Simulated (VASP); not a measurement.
# FeSi (CsCl type) (Pm-3m) in VASP: notebook

Runs on FeSi (CsCl type). Level: PBE. Tasks: single point.

All numbers are computed with VASP 6.6.1; they aren't measurements. Logs are shortened: lines on timing, memory, paths and dates and some standing lists are left out, and cuts for length are marked.

**1. The cell of the first run**

The structure is cubic, space group Pm-3m (No. 221). Conventional cell: a = 2.630 Å, b = 2.630 Å, c = 2.630 Å, α = 90.00°, β = 90.00°, γ = 90.00°. Fe (site symmetry m-3m) has 8 Si at 2.28 Å and 6 Fe at 2.63 Å within 3.0 Å. Si (site symmetry m-3m) has 8 Fe at 2.28 Å and 6 Si at 2.63 Å within 3.0 Å.

**2. Single point, PBE, collinear spin, ferromagnetic start**

The input, INCAR:

```
ALGO     = Normal         # electronic algorithm
EDIFF    = 1E-7           # SCF threshold, eV
ENCUT    = 520            # plane-wave cutoff, eV
GGA      = PE             # functional
ISIF     = 2              # what is computed and relaxed
ISMEAR   = -1             # smearing method
ISPIN    = 2              # spin polarisation
LASPH    = T              # aspherical terms in the spheres
LCHARG   = F              # write CHGCAR
LMAXMIX  = 4              # l up to which the mixer works
LORBIT   = 11             # projections on sites
LREAL    = F              # projectors in reciprocal space
LWAVE    = F              # write WAVECAR
MAGMOM   = 2.5 0          # initial moments
NBANDS   = 17             # bands
NELM     = 150            # most SCF steps
PREC     = Accurate       # precision mode
SIGMA    = 0.05           # smearing width, eV
```

The input, KPOINTS:

```
k-points
0
Gamma
  15 15 15
```

The input, POSCAR:

```
FeSi
1.0
    2.6295135359      0.0000000000      0.0000000000
    0.0000000000      2.6295135359      0.0000000000
    0.0000000000      0.0000000000      2.6295135359
Fe Si
1 1
Direct
    0.0000000000      0.0000000000      0.0000000000
    0.5000000000      0.5000000000      0.5000000000
```

Potentials or basis: VASP PAW PBE potentials, release 64 (Fe, Si).

On the command line:

```bash
cat potpaw_PBE.64/Fe/POTCAR potpaw_PBE.64/Si/POTCAR > POTCAR
mpirun -np 1 vasp_std > vasp.out
```

OUTCAR:

```text
EDIFF = 1E-7
   ENCUT = 520
   GGA = PE
   ISIF = 2
   ISMEAR = -1
   ISPIN = 2
   LASPH = T
   LORBIT = 11
   LREAL = F
   NELM = 150
   PREC = Accurate

 ion  position               nearest neighbor table
   1  0.000  0.000  0.000-   2 2.28   2 2.28   2 2.28   2 2.28   2 2.28   2 2.28   2 2.28   2 2.28

   2  0.500  0.500  0.500-   1 2.28   1 2.28   1 2.28   1 2.28   1 2.28   1 2.28   1 2.28   1 2.28

  LATTYP: Found a simple cubic cell.
 ALAT       =     2.6295135359

  Lattice vectors:

 A1 = (   2.6295135359,   0.0000000000,   0.0000000000)
 A2 = (   0.0000000000,   2.6295135359,   0.0000000000)
 A3 = (   0.0000000000,   0.0000000000,   2.6295135359)

Analysis of symmetry for initial positions (statically):
=====================================================================
 Subroutine PRICEL returns:
 Original cell was already a primitive cell.

 Routine SETGRP: Setting up the symmetry group for a
 simple cubic supercell.

 Subroutine GETGRP returns: Found 48 space group operations
 (whereof 48 operations were pure point group operations)
 out of a pool of 48 trial point group operations.

The static configuration has the point symmetry O_h .

Analysis of symmetry for dynamics (positions and initial velocities):
=====================================================================
 Subroutine PRICEL returns:
 Original cell was already a primitive cell.

 Routine SETGRP: Setting up the symmetry group for a
 simple cubic supercell.

 Subroutine GETGRP returns: Found 48 space group operations
 (whereof 48 operations were pure point group operations)
 out of a pool of 48 trial point group operations.

The dynamic configuration has the point symmetry O_h .

Analysis of structural, dynamic, and magnetic symmetry:
=====================================================================
 Subroutine PRICEL returns:
 Original cell was already a primitive cell.

 Routine SETGRP: Setting up the symmetry group for a
 simple cubic supercell.

 Subroutine GETGRP returns: Found 48 space group operations
 (whereof 48 operations were pure point group operations)
 out of a pool of 48 trial point group operations.

The overall configuration has the point symmetry O_h .

 Subroutine INISYM returns: Found 48 space group operations
 (whereof 48 operations are pure point group operations),
 and found     1 'primitive' translations

----------------------------------------------------------------------------------------

                                     Primitive cell

  volume of cell :      18.1814

  direct lattice vectors                    reciprocal lattice vectors
     2.629513536  0.000000000  0.000000000     0.380298480  0.000000000  0.000000000
     0.000000000  2.629513536  0.000000000     0.000000000  0.380298480  0.000000000
     0.000000000  0.000000000  2.629513536     0.000000000  0.000000000  0.380298480

  length of vectors
     2.629513536  2.629513536  2.629513536     0.380298480  0.380298480  0.380298480

  position of ions in fractional coordinates (direct lattice)
     0.000000000  0.000000000  0.000000000
     0.500000000  0.500000000  0.500000000

  ion indices of the primitive-cell ions
   primitive index   ion index
                 1           1
                 2           2

----------------------------------------------------------------------------------------

 KPOINTS: k-points

Automatic generation of k-mesh.
 Grid dimensions read from file:
 generate k-points for:   15   15   15

 Generating k-lattice:

  Cartesian coordinates                     Fractional coordinates (reciprocal lattice)
     0.025353232  0.000000000  0.000000000     0.066666667  0.000000000  0.000000000
     0.000000000  0.025353232  0.000000000     0.000000000  0.066666667  0.000000000
     0.000000000  0.000000000  0.025353232     0.000000000  0.000000000  0.066666667

  Length of vectors
     0.025353232  0.025353232  0.025353232

  Shift w.r.t. Gamma in fractional coordinates (k-lattice)
     0.000000000  0.000000000  0.000000000

 Subroutine IBZKPT returns following result:
 ===========================================

 Found    120 irreducible k-points:

 Following reciprocal coordinates:
            Coordinates               Weight
  0.000000  0.000000  0.000000      1.000000
  0.066667  0.000000  0.000000      6.000000
  0.133333  0.000000  0.000000      6.000000
  0.200000  0.000000  0.000000      6.000000
  0.266667  0.000000  0.000000      6.000000
  0.333333  0.000000  0.000000      6.000000
[... 16 lines left out ...]
  0.266667  0.200000  0.000000     24.000000
  0.333333  0.200000  0.000000     24.000000
 [... further k-points ...]
   k-points           NKPTS =    120   k-points in BZ     NKDIM =    120   number of bands    NBANDS=     17
   number of dos      NEDOS =    301   number of ions     NIONS =      2
   total plane-waves  NPLWV =   8000
   dimension x,y,z NGX =    20 NGY =   20 NGZ =   20
   dimension x,y,z NGXF=    40 NGYF=   40 NGZF=   40
   ions per type =               1   1
   NGX,Y,Z   is equivalent  to a cutoff of  12.64, 12.64, 12.64 a.u.
   NGXF,Y,Z  is equivalent  to a cutoff of  25.29, 25.29, 25.29 a.u.
 SYSTEM =  unknown system
   PREC   = accura    normal or accurate (medium, high low for compatibility)
   ISTART =      0    job   : 0-new  1-cont  2-samecut
   ICHARG =      2    charge: 1-file 2-atom 10-const
   ISPIN  =      2    spin polarized calculation?
   LNONCOLLINEAR =      F non collinear calculations
   LSORBIT =      F    spin-orbit coupling
   LASPH  =      T    aspherical Exc in radial PAW
   ENCUT  =  520.0 eV  38.22 Ry    6.18 a.u.   4.89  4.89  4.89*2*pi/ulx,y,z
   NELM   =    150;   NELMIN=  2; NELMDL= -5     # of ELM steps
   EDIFF  = 0.1E-06   stopping-criterion for ELM
   LREAL  =      F    real-space projection
   EDIFFG = 0.1E-05   stopping-criterion for IOM
   NSW    =      0    number of steps for IOM
   IBRION =     -1    ionic relax: 0-MD 1-quasi-New 2-CG
   NFREE  =      0    steps in history (QN), initial steepest desc. (CG)
   ISIF   =      2    stress and relaxation
   ISYM   =      2    0-nonsym 1-usesym 2-fastsym
   POTIM  = 0.5000    time-step for ionic-motion
   TEBEG  =    0.0;   TEEND  =   0.0 temperature during run
   PSTRESS=    0.0 pullay stress
   NELECT =      12.0000    total number of electrons
   NUPDOWN=      -1.0000    fix difference up-down
   EMIN   =  10.00;   EMAX   =-10.00  energy-range for DOS
   EFERMI =   0.00;   METHOD = LEGACY
   ISMEAR =    -1;   SIGMA  =   0.05  broadening in eV -4-tet -1-fermi 0-gaus
   EFERMI_NEDOS =   21; number of points for ismear=-14 and -15
   IALGO  =     38    algorithm
   IMIX   =      4    mixing-type and parameters
     AMIX     =   0.40;   BMIX     =  1.00
     AMIX_MAG =   1.60;   BMIX_MAG =  1.00
  volume/ion in A,a.u.               =       9.09        61.35
  Fermi-wavevector in a.u.,A,eV,Ry     =   1.425366  2.693552 27.642538  2.031669
  Thomas-Fermi vector in A             =   2.545758
   LORBIT       =     11    0 simple, 1 ext, 2 COOP (PROOUT), +10 PAW based schemes
   GGA     = PE    functional components
   LHFCALC =     F    Hartree Fock is set to
   AEXX    =    0.0000 exact exchange contribution
   IVDW    =     0    specifies the selected vdW correction
   LEPSILON=     F    determine dielectric tensor
   LRPA    =     F    only Hartree local field effects (RPA)
 spin polarized calculation
  energy-cutoff  :      520.00
  volume of cell :       18.18
 maximum number of plane-waves:       500
 NGX is ok and might be reduce to    20
   NGX =  9   NGY =  9   NGZ =  9

 number of electron      12.0000000 magnetization       0.0000314

 number of electron      12.0000000 magnetization      -0.0000318

 Free energy of the ion-electron system (eV)
  ---------------------------------------------------
  ext. energy  EPLUGINS =         0.00000000
  ---------------------------------------------------
  free energy    TOTEN  =       -14.28166480 eV

  energy without entropy =      -14.27740367  energy(sigma->0) =      -14.27953424

 E-fermi :  13.2736     XC(G=0): -13.8007

 val. band max:       13.1623604943   @ k =   0.4667   0.4667   0.3333
 cond. band min:      13.2909125120   @ k =   0.4667   0.4667   0.0000
 fundamental gap:      0.1285520176
 Fermi energy:        13.2735768334

 spin component 1

 k-point     1 :       0.0000    0.0000    0.0000
  band No.  band energies     occupation
      1      -2.3680      1.00000
      2       8.4711      1.00000
      3       8.4711      1.00000
      4      12.1764      1.00000
      5      12.1764      1.00000
      6      12.1764      1.00000
[... 9 lines left out ...]
     16      38.2325      0.00000
     17      38.2325      0.00000
[... 441 lines left out ...]
 k-point    24 :       0.3333    0.2000    0.0000
  band No.  band energies     occupation
      1       0.7337      1.00000
      2       6.4905      1.00000
      3       8.8036      1.00000
      4      10.2699      1.00000
      5      10.8506      1.00000
      6      11.7498      1.00000
[... 9 lines left out ...]
     16      35.2323      0.00000
     17      38.1192      0.00000

 [... further k-points ...]

 spin component 2

 k-point     1 :       0.0000    0.0000    0.0000
  band No.  band energies     occupation
      1      -2.3680      1.00000
      2       8.4711      1.00000
      3       8.4711      1.00000
      4      12.1763      1.00000
      5      12.1763      1.00000
      6      12.1763      1.00000
[... 9 lines left out ...]
     16      38.2325      0.00000
     17      38.2325      0.00000
[... 441 lines left out ...]
 k-point    24 :       0.3333    0.2000    0.0000
  band No.  band energies     occupation
      1       0.7337      1.00000
      2       6.4905      1.00000
      3       8.8036      1.00000
      4      10.2699      1.00000
      5      10.8506      1.00000
      6      11.7497      1.00000
[... 9 lines left out ...]
     16      35.2323      0.00000
     17      38.1192      0.00000

 [... further k-points ...]
[... 5 lines left out ...]
  --------------------------------------------------------------------------------------
  -------------------------------------------------------------------------------------
  Total        5.4151155      5.4151155      5.4151155      0.0000000     -0.0000000     -0.0000000
  in kB      477.1908155    477.1908155    477.1908155      0.0000000     -0.0000000     -0.0000000
  external PRESSURE =     477.1908155 kB  Pullay stress =       0.0000000 kB

 VOLUME and BASIS-vectors are now :
 -----------------------------------------------------------------------------
  energy-cutoff  :      520.00
  volume of cell :       18.18
      direct lattice vectors                 reciprocal lattice vectors
     2.629513536  0.000000000  0.000000000     0.380298480  0.000000000  0.000000000
     0.000000000  2.629513536  0.000000000     0.000000000  0.380298480  0.000000000
     0.000000000  0.000000000  2.629513536     0.000000000  0.000000000  0.380298480

 POSITION                                       TOTAL-FORCE (eV/Angst)
 -----------------------------------------------------------------------------------
      0.00000      0.00000      0.00000         0.000000      0.000000      0.000000
      1.31476      1.31476      1.31476         0.000000      0.000000      0.000000
 -----------------------------------------------------------------------------------
    total drift:                                0.000000      0.000000      0.000000

  FREE ENERGIE OF THE ION-ELECTRON SYSTEM (eV)
  ---------------------------------------------------
  free  energy   TOTEN  =       -14.2816648039 eV

  energy  without entropy=      -14.2774036683  energy(sigma->0) =      -14.27953424

 total charge

# of ion       s       p       d       tot
------------------------------------------
    1        0.519   0.828   6.870   8.217
    2        0.704   0.998   0.000   1.702
--------------------------------------------------
tot          1.223   1.826   6.870   9.918

 magnetization (x)

# of ion       s       p       d       tot
------------------------------------------
    1        0.000   0.000  -0.000  -0.000
    2        0.000   0.000   0.000   0.000
--------------------------------------------------
tot          0.000   0.000  -0.000  -0.000
```

Run time: 60 s. Hardware: 1 thread of Intel Xeon 8259CL, shared host; peak memory 0.17 GiB.

Results:

```yaml
Free_energy: -14.2817 eV
Pressure: 47.7 GPa
Band_gap_on_the_k_mesh: zero (filled and empty bands overlap)
Net_moment: 0.00 μB per cell
Valence_electrons_inside_the_program's_atomic_spheres: Fe 8.22; Si 1.70
```

Caveat: the cell stands under pressure; the moments typed at the start vanished in this run.

[end of part 1 of 2]

The gap in the log of VASP goes by the Fermi energy; the results here count the filled bands.